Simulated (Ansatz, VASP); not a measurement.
## NaH in VASP and in Ansatz

Contents of POSCAR:

```
NaH
1.0
   -0.3595547457      2.3970316378      2.5228757988
    2.3970316378     -0.3595547457      2.5228757988
    2.0374768921      2.0374768921      0.0000000000
Na H
1 1
Direct
    0.0000000000      0.0000000000      0.0000000000
    0.5000000000      0.5000000000      0.5000000000
```

INCAR.step1

```
SYSTEM = NaH
ALGO     = Normal         ! electronic algorithm
EDIFF    = 1E-4           ! SCF threshold, eV
ENCUT    = 520            ! plane-wave cutoff, eV
GGA      = PE             ! functional
ISMEAR   = -1             ! smearing method
LASPH    = .TRUE.         ! aspherical terms in the spheres
LCHARG   = .FALSE.        ! write CHGCAR
LREAL    = .FALSE.        ! projectors in reciprocal space
LWAVE    = .TRUE.         ! write WAVECAR
NBANDS   = 11             ! bands
NELM     = 80             ! most SCF steps
PREC     = Accurate       ! precision mode
SIGMA    = 0.2            ! smearing width, eV
```

The input INCAR.step2:

```
SYSTEM = NaH
ALGO     = Normal         ! electronic algorithm
EDIFF    = 1E-6           ! SCF threshold, eV
ENCUT    = 520            ! plane-wave cutoff, eV
ISIF     = 2              ! what is computed and relaxed
ISMEAR   = -1             ! smearing method
ISTART   = 1            
LASPH    = .TRUE.         ! aspherical terms in the spheres
LCHARG   = .TRUE.         ! write CHGCAR
LELF     = .TRUE.         ! ELF
LMIXTAU  = .TRUE.       
LREAL    = .FALSE.        ! projectors in reciprocal space
LVHAR    = .TRUE.       
LWAVE    = .FALSE.        ! write WAVECAR
METAGGA  = R2SCAN         ! meta-GGA
NBANDS   = 11             ! bands
NELM     = 80             ! most SCF steps
PREC     = Accurate       ! precision mode
SIGMA    = 0.2            ! smearing width, eV
```

Contents of KPOINTS:

```
k-points
0
G
  8 8 8
  0 0 0
```

Input for Ansatz:

```yaml
crystal:
  lattice:
    - [-0.3595547457, 2.3970316378, 2.5228757988]
    - [2.3970316378, -0.3595547457, 2.5228757988]
    - [2.0374768921, 2.0374768921, 0.0]
  atoms:
    - { symbol: Na, position: [0.0, 0.0, 0.0] }
    - { symbol: H, position: [0.5, 0.5, 0.5] }
basis:
  ecutwfc: 520.0
kpoints:
  mp_grid: { grid: [8, 8, 8] }
hamiltonian:
  xc: r2scan
scf:
  occupations: { method: fermi_dirac, width: 0.2 }
output:
  forces: true
  stress: true
  eigenvalues: true
```

Change from the starting cell: engineering shear strain xy -0.3000, normal strain along z +0.0525.

Alike in both runs: task single point; functional r2SCAN; k mesh 8 × 8 × 8; occupations fermi-dirac, width 0.2 eV; no spin polarisation.

|  | VASP | Ansatz |
| --- | --- | --- |
| version | VASP 6.6.1 | Ansatz 0.2.0 |
| potentials or method | VASP PAW PBE potentials, release 64 (Na_pv, H), cutoff 520 eV | scalar-relativistic, plane waves, PAW |
| valence electrons in the cell | 8 | 10 |

Ansatz gave:

| Quantity | Value |
| --- | --- |
| gap on the k mesh at the Fermi level (eV) | 3.00 |
| least direct gap on the mesh (eV) | 4.86 |
| pressure (GPa) | -0.7 |
| traceless stress, the component that is largest in VASP (GPa) | 8.24 |

Problem. What did VASP give for the same quantities?

Solution. gap on the k mesh at the Fermi level (eV): 3.02; least direct gap on the mesh (eV): 4.86; pressure (GPa): -0.9; traceless stress, the component that is largest in VASP (GPa): 8.32.

VASP's potentials were made for PBE, not for r2SCAN. VASP's potentials hold 8 valence electrons a cell and Ansatz's 10, so a difference there can come from the potentials and not from the codes.
